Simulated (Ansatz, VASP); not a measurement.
**Ca: VASP beside Ansatz**

Contents of INCAR:

```
ALGO     = Normal         # electronic algorithm
EDIFF    = 1E-6           # SCF threshold, eV
ENCUT    = 520            # plane-wave cutoff, eV
ISIF     = 2              # what is computed and relaxed
ISMEAR   = -1             # smearing method
LASPH    = True           # aspherical terms in the spheres
LCHARG   = True           # write CHGCAR
LELF     = True           # ELF
LREAL    = False          # projectors in reciprocal space
LVHAR    = True         
LWAVE    = False          # write WAVECAR
NBANDS   = 22             # bands
NELM     = 80             # most SCF steps
PREC     = Accurate       # precision mode
SIGMA    = 0.1            # smearing width, eV
```

The input KPOINTS:

```
k-points
0
Gamma
  7 7 10
```

POSCAR

```
Ca
1.0
    5.9009609446      0.0000000000      0.0000000000
   -2.9504804723      5.1103820847      0.0000000000
    0.0000000000      0.0000000000      3.5195128621
Ca
3
Direct
    0.0000000000      1.0000000000      0.0000000000
    0.3333333333      0.6666666667      0.5000000000
    0.6666666667      0.3333333333      0.5000000000
```

Input for Ansatz:

```yaml
crystal:
  lattice:
    - [5.9009609446, 0.0, 0.0]
    - [-2.9504804723, 5.1103820847, 0.0]
    - [0.0, 0.0, 3.5195128621]
  atoms:
    - { symbol: Ca, position: [0.0, 1.0, 0.0] }
    - { symbol: Ca, position: [0.3333333333, 0.6666666667, 0.5] }
    - { symbol: Ca, position: [0.6666666667, 0.3333333333, 0.5] }
hamiltonian:
  xc: lda
  pseudopotentials:
    kind: paw
    azcp:
      Ca: "pseudopotentials/Ca.paw.azcp"
basis:
  ecutwfc: 420
  fft_grid_basis: typed
kpoints:
  mp_grid: { grid: [7, 7, 10], shift: [0, 0, 0] }
magnetization:
  spin_polarized: false
scf:
  occupations: { method: fermi_dirac, width: 0.1 }
  lower_state_search: "off"
output:
  stress: true
```

Alike in both runs: task single point; functional LDA; k mesh 7 × 7 × 10; occupations fermi-dirac, width 0.1 eV; no spin polarisation.

```csv
,VASP,Ansatz
version,VASP 6.6.1,Ansatz 0.2.0
potentials or method,"VASP PAW LDA potentials, release 64 (Ca_sv), cutoff 520 eV","plane waves (420 eV) with PAW, scalar-relativistic"
valence electrons in the cell,30,30
```

```csv
,VASP,Ansatz,Ansatz less VASP
pressure (GPa),1.7,1.7,0.00
"traceless stress, the component that is largest in VASP (GPa)",-0.15,-0.15,+0.006
```

Ansatz warns that its potentials were made for another functional, while VASP's fit it. LDA's correlation is that of Perdew and Zunger in VASP and of Perdew and Wang (1992) in Ansatz.
